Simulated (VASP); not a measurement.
Input of a VASP 6.6.1 run:

File INCAR:

```
ALGO = Normal
EDIFF = 1E-6
ENCUT = 520
GGA = PS
ISIF = 2
ISMEAR = 0
LASPH = T
LCHARG = F
LREAL = F
LWAVE = F
NBANDS = 26
NELM = 60
PREC = Accurate
SIGMA = 0.01
```

The input KPOINTS:

```
k-points
0
Gamma
  8 8 4
```

POSCAR

```
ZnO
1.0
    3.2623091211      0.0000000000      0.0000000000
   -1.6311545605      2.8252425738      0.0000000000
    0.0000000000      0.0000000000      5.1616938416
Zn O
2 2
Direct
    0.3333333333      0.6666666667      0.4974126460
    0.6666666667      0.3333333333     -0.0025873540
    0.6666666667      0.3333333333      0.3815973540
    0.3333333333      0.6666666667      0.8815973540
```

Potentials or basis: VASP PAW PBE potentials, release 64 (Zn, O).

Run with:

```sh
$ cat potpaw_PBE.64/Zn/POTCAR potpaw_PBE.64/O/POTCAR > POTCAR
$ mpirun -np 1 vasp_std > vasp.out
```

**Question.** What does it give for the band gap on the k mesh?

**Answer.** 0.70 eV, direct.

**Question.** What does it give for the pressure?

**Answer.** -0.6 GPa.

**Question.** Predict the largest force.

**Answer.** 0.004 eV/Å.

Stress tensor (GPa, compression positive):
```
-1.32  0.00  0.00
 0.00 -1.32  0.00
 0.00  0.00  0.79
```

Caveat: the cell differs from its parent crystal (in-plane strain +0.01, then relaxed in part); the PAW data sets were made with another functional, which shifts forces and pressure a little.
